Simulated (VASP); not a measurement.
Set up this calculation in VASP 6.6.1, as the native input.

```yaml
Task: density of states
Functional: LDA
Potentials_or_basis: VASP PAW LDA potentials, release 64 (Mg, Zn, Sb)
Cutoff: 520 eV
k_mesh: 3 × 3 × 2
Occupations: fermi-dirac, width 0.05 eV
Spin: no spin polarisation
Dipole_correction: no
k_mesh_for_the_DOS: 5 × 5 × 3
Occupations_for_the_DOS: gaussian
Further_INCAR_settings: ALGO = Normal; EDIFF = 1e-06
```

The system is Mg2ZnSb2.

```
CELL_PARAMETERS angstrom
4.44019 0.00011 -0.00183
-2.22000 3.91256 0.00565
-0.00299 0.00895 7.26635
ATOMIC_POSITIONS crystal
Mg 0.33414 0.64085 0.36866
Mg 0.66579 0.32473 0.00637
Zn 0.00371 0.03606 0.66843
Sb 0.01333 0.99791 0.22371
Sb 0.34513 0.66445 0.75463
```

These files were run (other wordings do the same):

POSCAR

```
Mg2ZnSb2
1.0
    4.4401900000      0.0001100000     -0.0018300000
   -2.2200000000      3.9125600000      0.0056500000
   -0.0029900000      0.0089500000      7.2663500000
Mg Zn Sb
2 1 2
Direct
    0.3341400000      0.6408500000      0.3686600000
    0.6657900000      0.3247300000      0.0063700000
    0.0037100000      0.0360600000      0.6684300000
    0.0133300000      0.9979100000      0.2237100000
    0.3451300000      0.6644500000      0.7546300000
```

INCAR.step1

```
PREC     = Accurate       # precision mode
ENCUT    = 520            # plane-wave cutoff, eV
EDIFF    = 1E-6           # SCF threshold, eV
ISMEAR   = -1             # smearing method
SIGMA    = 0.05           # smearing width, eV
LREAL    = F              # projectors in reciprocal space
LASPH    = T              # aspherical terms in the spheres
NELM     = 60             # most SCF steps
ALGO     = Normal         # electronic algorithm
ISIF     = 2              # what is computed and relaxed
LWAVE    = F              # write WAVECAR
LCHARG   = T              # write CHGCAR
GGA      = CA             # functional
NBANDS   = 21             # bands
```

KPOINTS.step1

```
Automatic mesh
0
Gamma
  3 3 2
```

INCAR.step2

```
PREC     = Accurate       # precision mode
ENCUT    = 520            # plane-wave cutoff, eV
EDIFF    = 1E-6           # SCF threshold, eV
ISMEAR   = 0              # smearing method
SIGMA    = 0.05           # smearing width, eV
LREAL    = F              # projectors in reciprocal space
LASPH    = T              # aspherical terms in the spheres
NELM     = 60             # most SCF steps
ALGO     = Normal         # electronic algorithm
ISIF     = 2              # what is computed and relaxed
LWAVE    = F              # write WAVECAR
LCHARG   = F              # write CHGCAR
GGA      = CA             # functional
LORBIT   = 11             # projections on sites
NEDOS    = 2001           # points of the DOS
ICHARG   = 11             # starting density
```

KPOINTS.step2

```
Automatic mesh
0
Gamma
  5 5 3
```

Potentials or basis: VASP PAW LDA potentials, release 64 (Mg, Zn, Sb).

Run with:

```bash
$ cat potpaw_LDA.64/Mg/POTCAR potpaw_LDA.64/Zn/POTCAR potpaw_LDA.64/Sb/POTCAR > POTCAR
$ cp INCAR.step1 INCAR
$ cp KPOINTS.step1 KPOINTS
$ mpirun -np 1 vasp_std > vasp.out
$ cp INCAR.step2 INCAR
$ cp KPOINTS.step2 KPOINTS
$ mpirun -np 1 vasp_std > vasp.out
```

It gave:

```yaml
Valence_electrons_inside_the_program's_atomic_spheres: Mg 0.36, 0.30; Zn 10.73; Sb 2.56, 2.53
```

Caveat: the k points lie up to 0.54 Å⁻¹ apart; spin-orbit coupling is left out, which moves the levels of the heavy elements.

Wall time 52 s on 1 thread of Intel(R) Xeon(R) Platinum 8488C (Sapphire Rapids), on a shared host, peak memory 0.25 GiB.
